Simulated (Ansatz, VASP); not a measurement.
WSe2: VASP beside Ansatz

```
W Se
1.0
     3.23889    0.00000    0.00000
    -1.61944    2.80496    0.00000
     0.00000    0.00000    6.78961
W Se
1 2
Direct
  0.00000 0.00000 0.00000
  0.33333 0.66667 0.25343
  0.66667 0.33333 0.74657
```

Alike in both runs: functional PBEsol; k mesh 10 × 10 × 6; occupations gaussian, width 0.05 eV; collinear spin.

Ansatz relaxed the structure, and its values are those at the end. VASP's run is a single point on that final structure, the one shown.

|  | VASP | Ansatz |
| --- | --- | --- |
| version | VASP 6.6.1 | Ansatz 0.2.0 |
| potentials or method | VASP PAW PBE potentials, release 64 (W_sv, Se), cutoff 520 eV | scalar-relativistic, plane waves, PAW |
| valence electrons in the cell | 26 | 46 |

|  | VASP | Ansatz | Ansatz less VASP |
| --- | --- | --- | --- |
| gap on the k mesh at the Fermi level (eV) | none | none | - |
| pressure (GPa) | 0.4 | 0.0 | -0.39 |
| rms of the force components (eV/Å) | 0.024 | 0.000 | -0.0243 |
| net moment per atom (μB) | 0.00 | 0.00 | 0.000 |

VASP's potentials were made for PBE, not for PBEsol. A gap of «none» marks a metal or a gap that the smearing closes. VASP's potentials hold 26 valence electrons a cell and Ansatz's 46, so a difference there can come from the potentials and not from the codes. Ansatz's warnings: seeded moment not kept.

Neither program's run includes spin-orbit coupling.
